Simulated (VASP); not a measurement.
# FeS2 (Pa-3) in VASP: notebook

FeS2 is run at these levels: PBE+U; tasks: single point.

All numbers are computed with VASP 6.6.1; they aren't measurements. Logs are shortened: lines on timing, memory, paths and dates and some standing lists are left out, and cuts for length are marked.

## (1) The cell of the first run

It takes space group Pa-3 (No. 205, cubic). Conventional cell: a = 5.383 Å, b = 5.383 Å, c = 5.383 Å, α = 90.00°, β = 90.00°, γ = 90.00°. Within 3.0 Å of Fe (site symmetry -3) lie 6 S at 2.25 Å. Within 2.8 Å of S (site symmetry 3) lie 1 S at 2.15 Å and 3 Fe at 2.25 Å.

## (2) Single point, PBE+U, collinear spin, ferromagnetic start

INCAR reads:

```
SYSTEM = FeS2
PREC = Accurate
ENCUT = 600
EDIFF = 1E-6
ISMEAR = -1
SIGMA = 0.05
LREAL = .False.
LASPH = .True.
NELM = 200
ALGO = Normal
ISIF = 2
LWAVE = .False.
LCHARG = .False.
ISPIN = 2
MAGMOM = 4 4 4 4 0 0 0 0 0 0 0 0
LORBIT = 11
LMAXMIX = 4
LDAU = .True.
LDAUTYPE = 2
LDAUL = 2 -1
LDAUU = 5.3 0
LDAUJ = 0 0
LDAUPRINT = 1
GGA = PE
NBANDS = 56
GGA_COMPAT = .False.
```

KPOINTS reads:

```
regular mesh
0
Gamma
  3 3 3
  0 0 0
```

POSCAR reads:

```
FeS2
1.0
    5.3825000000      0.0000000000      0.0000000000
    0.0000000000      5.3825000000      0.0000000000
    0.0000000000      0.0000000000      5.3825000000
Fe S
4 8
Direct
    0.0000000000      0.0000000000      0.0000000000
    0.5000000000      0.0000000000      0.5000000000
    0.5000000000      0.5000000000      0.0000000000
    0.0000000000      0.5000000000      0.5000000000
    0.3849000000      0.3849000000      0.3849000000
    0.1151000000      0.6151000000      0.8849000000
    0.8849000000      0.1151000000      0.6151000000
    0.6151000000      0.8849000000      0.1151000000
    0.6151000000      0.6151000000      0.6151000000
    0.8849000000      0.3849000000      0.1151000000
    0.1151000000      0.8849000000      0.3849000000
    0.3849000000      0.1151000000      0.8849000000
```

Potentials or basis: VASP PAW PBE potentials, release 64 (Fe, S).

The run is started by

```sh
$ cat potpaw_PBE.64/Fe/POTCAR potpaw_PBE.64/S/POTCAR > POTCAR
$ mpirun -np 1 vasp_std > vasp.out
```

OUTCAR:

```text
SYSTEM = FeS2
   PREC = Accurate
   ENCUT = 600
   EDIFF = 1E-6
   ISMEAR = -1
   LREAL = .False.
   LASPH = .True.
   NELM = 200
   ISIF = 2
   ISPIN = 2
   LORBIT = 11
   GGA = PE

 ion  position               nearest neighbor table
   1  0.000  0.000  0.000-   6 2.25   8 2.25  10 2.25  12 2.25  11 2.25   7 2.25
   2  0.500  0.000  0.500-   5 2.25   7 2.25   9 2.25  11 2.25   8 2.25  12 2.25
   3  0.500  0.500  0.000-   6 2.25   8 2.25  10 2.25  12 2.25   5 2.25   9 2.25
   4  0.000  0.500  0.500-   5 2.25   7 2.25   9 2.25  11 2.25  10 2.25   6 2.25
   5  0.385  0.385  0.385-   9 2.15   4 2.25   2 2.25   3 2.25
   6  0.115  0.615  0.885-  10 2.15   3 2.25   1 2.25   4 2.25
   7  0.885  0.115  0.615-  11 2.15   4 2.25   2 2.25   1 2.25
   8  0.615  0.885  0.115-  12 2.15   3 2.25   1 2.25   2 2.25
   9  0.615  0.615  0.615-   5 2.15   4 2.25   2 2.25   3 2.25
  10  0.885  0.385  0.115-   6 2.15   3 2.25   1 2.25   4 2.25
  11  0.115  0.885  0.385-   7 2.15   4 2.25   2 2.25   1 2.25
  12  0.385  0.115  0.885-   8 2.15   3 2.25   1 2.25   2 2.25

  LATTYP: Found a simple cubic cell.
 ALAT       =     5.3825000000

  Lattice vectors:

 A1 = (   5.3825000000,   0.0000000000,   0.0000000000)
 A2 = (   0.0000000000,   5.3825000000,   0.0000000000)
 A3 = (   0.0000000000,   0.0000000000,   5.3825000000)

Analysis of symmetry for initial positions (statically):
=====================================================================
 Subroutine PRICEL returns:
 Original cell was already a primitive cell.

 Routine SETGRP: Setting up the symmetry group for a
 simple cubic supercell.

 Subroutine GETGRP returns: Found 24 space group operations
 (whereof  6 operations were pure point group operations)
 out of a pool of 48 trial point group operations.

The static configuration has the point symmetry S_6 .
 The point group associated with its full space group is T_h .

Analysis of symmetry for dynamics (positions and initial velocities):
=====================================================================
 Subroutine PRICEL returns:
 Original cell was already a primitive cell.

 Routine SETGRP: Setting up the symmetry group for a
 simple cubic supercell.

 Subroutine GETGRP returns: Found 24 space group operations
 (whereof  6 operations were pure point group operations)
 out of a pool of 48 trial point group operations.

The dynamic configuration has the point symmetry S_6 .
 The point group associated with its full space group is T_h .

Analysis of structural, dynamic, and magnetic symmetry:
=====================================================================
 Subroutine PRICEL returns:
 Original cell was already a primitive cell.

[... 309 lines left out ...]
      6      -4.0582      1.00000
[... 209 lines left out ...]
     51      11.1583      0.00000
     52      11.1583      0.00000
 Fermi energy:         8.9196235109

 spin component 2

 k-point     1 :       0.0000    0.0000    0.0000
  band No.  band energies     occupation
      1      -8.8392      1.00000
      2      -6.6135      1.00000
      3      -6.6135      1.00000
      4      -6.6135      1.00000
      5      -4.1788      1.00000
      6      -4.1787      1.00000
[... 209 lines left out ...]
     51      12.8369      0.00000
     52      12.8373      0.00000
 [bands above 52 left out]

------------------------ aborting loop because EDIFF is reached ----------------------------------------

  FORCE on cell =-STRESS in cart. coord.  units (eV):
  Direction    XX          YY          ZZ          XY          YZ          ZX
  --------------------------------------------------------------------------------------
  -------------------------------------------------------------------------------------
  Total       25.6284732     25.6284732     25.6284732      0.0000000     -0.0000000      0.0000000
  in kB      263.3183962    263.3183962    263.3183962      0.0000000     -0.0000000      0.0000000
  external PRESSURE =     263.3183962 kB  Pullay stress =       0.0000000 kB

 VOLUME and BASIS-vectors are now :
 -----------------------------------------------------------------------------
  energy-cutoff  :      600.00
  volume of cell :      155.94
      direct lattice vectors                 reciprocal lattice vectors
     5.382500000  0.000000000  0.000000000     0.185787274  0.000000000  0.000000000
     0.000000000  5.382500000  0.000000000     0.000000000  0.185787274  0.000000000
     0.000000000  0.000000000  5.382500000     0.000000000  0.000000000  0.185787274

 POSITION                                       TOTAL-FORCE (eV/Angst)
 -----------------------------------------------------------------------------------
      0.00000      0.00000      0.00000         0.000000      0.000000     -0.000000
      2.69125      0.00000      2.69125         0.000000      0.000000     -0.000000
      2.69125      2.69125      0.00000         0.000000      0.000000     -0.000000
      0.00000      2.69125      2.69125         0.000000      0.000000     -0.000000
      2.07172      2.07172      2.07172         0.445603      0.445603      0.445603
      0.61953      3.31078      4.76297        -0.445603     -0.445603      0.445603
      4.76297      0.61953      3.31078         0.445603     -0.445603     -0.445603
      3.31078      4.76297      0.61953        -0.445603      0.445603     -0.445603
      3.31078      3.31078      3.31078        -0.445603     -0.445603     -0.445603
      4.76297      2.07172      0.61953         0.445603      0.445603     -0.445603
      0.61953      4.76297      2.07172        -0.445603      0.445603      0.445603
      2.07172      0.61953      4.76297         0.445603     -0.445603      0.445603
 -----------------------------------------------------------------------------------
    total drift:                                0.000000     -0.000000      0.000000

  FREE ENERGIE OF THE ION-ELECTRON SYSTEM (eV)
  ---------------------------------------------------
  free  energy   TOTEN  =       -52.7743650680 eV

  energy  without entropy=      -52.7440331428  energy(sigma->0) =      -52.75919911

 total charge

# of ion       s       p       d       tot
------------------------------------------
    1        0.431   0.643   6.574   7.649
    2        0.431   0.643   6.574   7.649
    3        0.431   0.643   6.574   7.649
    4        0.431   0.643   6.574   7.649
    5        1.364   2.351   0.000   3.715
    6        1.364   2.351   0.000   3.715
    7        1.364   2.351   0.000   3.715
    8        1.364   2.351   0.000   3.715
    9        1.364   2.351   0.000   3.715
   10        1.364   2.351   0.000   3.715
   11        1.364   2.351   0.000   3.715
   12        1.364   2.351   0.000   3.715
--------------------------------------------------
tot         12.638  21.375  26.298  60.311

 magnetization (x)

# of ion       s       p       d       tot
------------------------------------------
    1        0.017   0.024   2.246   2.287
    2        0.017   0.024   2.246   2.287
    3        0.017   0.024   2.246   2.287
    4        0.017   0.024   2.246   2.287
    5        0.008  -0.130   0.000  -0.122
    6        0.008  -0.130   0.000  -0.122
    7        0.008  -0.130   0.000  -0.122
    8        0.008  -0.130   0.000  -0.122
    9        0.008  -0.130   0.000  -0.122
   10        0.008  -0.130   0.000  -0.122
   11        0.008  -0.130   0.000  -0.122
   12        0.008  -0.130   0.000  -0.122
--------------------------------------------------
tot          0.130  -0.945   8.985   8.170
```

OSZICAR:

```text
N       E                     dE             d eps       ncg     rms          rms(c)
DAV:   1     0.844400719102E+03    0.84440E+03   -0.37537E+04   896   0.170E+03
DAV:   2     0.695719690445E+02   -0.77483E+03   -0.73806E+03   896   0.414E+02
[... 16 lines left out ...]
DAV:  19    -0.527743241976E+02   -0.32984E-04   -0.29905E-05  1208   0.450E-02    0.229E-02
DAV:  20    -0.527743433885E+02   -0.19191E-04   -0.18407E-05  1152   0.357E-02    0.142E-02
DAV:  21    -0.527743581686E+02   -0.14780E-04   -0.22043E-05  1272   0.404E-02    0.775E-03
DAV:  22    -0.527743632646E+02   -0.50960E-05   -0.13600E-05  1056   0.271E-02    0.757E-03
DAV:  23    -0.527743648517E+02   -0.15871E-05   -0.49146E-06   800   0.188E-02    0.430E-03
DAV:  24    -0.527743650680E+02   -0.21631E-06   -0.27494E-06   824   0.119E-02
   1 F= -.52774365E+02 E0= -.52759199E+02  d E =-.303319E-01  mag=     7.9328
```

stdout:

```text
POSCAR found type information on POSCAR FeS
 POSCAR found :  2 types and      12 ions
 scaLAPACK will be used
 LDA part: xc-table for (Slater+PW92), standard interpolation
 POSCAR, INCAR and KPOINTS ok, starting setup
 FFT: planning ... GRIDC
 FFT: planning ... GRID_SOFT
 FFT: planning ... GRID
 WAVECAR not read
 entering main loop
```

Run time: 2.4 min. Hardware: 1 thread of Intel Xeon Platinum 8488C (Sapphire Rapids), shared host; peak memory 0.42 GiB.

Results:

```yaml
Free_energy: -52.7744 eV
Pressure: 26.3 GPa
Largest_force: 0.772 eV/Å
Net_moment: 7.93 μB per cell
Site_moments: Fe +2.29; S -0.12 μB
Valence_electrons_inside_the_program's_atomic_spheres: Fe 7.65; S 3.71
```

Forces on the atoms (eV/Å):
```
Fe   0.000  0.000  0.000
Fe   0.000  0.000  0.000
Fe   0.000  0.000  0.000
Fe   0.000  0.000  0.000
S    0.446  0.446  0.446
S   -0.446 -0.446  0.446
S    0.446 -0.446 -0.446
S   -0.446  0.446 -0.446
S   -0.446 -0.446 -0.446
S    0.446  0.446 -0.446
S   -0.446  0.446  0.446
S    0.446 -0.446  0.446
```

Eigenvalues of the final occupation matrices:
| site | spin | trace | eigenvalues |
| --- | --- | --- | --- |
| site 1 d | 1 | 4.43 | 0.84 0.84 0.91 0.91 0.93 |
| site 1 d | 2 | 2.18 | 0.03 0.22 0.22 0.86 0.86 |
| site 2 d | 1 | 4.43 | 0.84 0.84 0.91 0.91 0.93 |
| site 2 d | 2 | 2.18 | 0.03 0.22 0.22 0.86 0.86 |
| site 3 d | 1 | 4.43 | 0.84 0.84 0.91 0.91 0.93 |
| site 3 d | 2 | 2.18 | 0.03 0.22 0.22 0.86 0.86 |
| site 4 d | 1 | 4.43 | 0.84 0.84 0.91 0.91 0.93 |
| site 4 d | 2 | 2.18 | 0.03 0.22 0.22 0.86 0.86 |

Caveat: the k points lie up to 0.39 Å⁻¹ apart; only a ferromagnetic start was run, and an antiferromagnetic order may lie lower in energy.

[end of part 1 of 2]
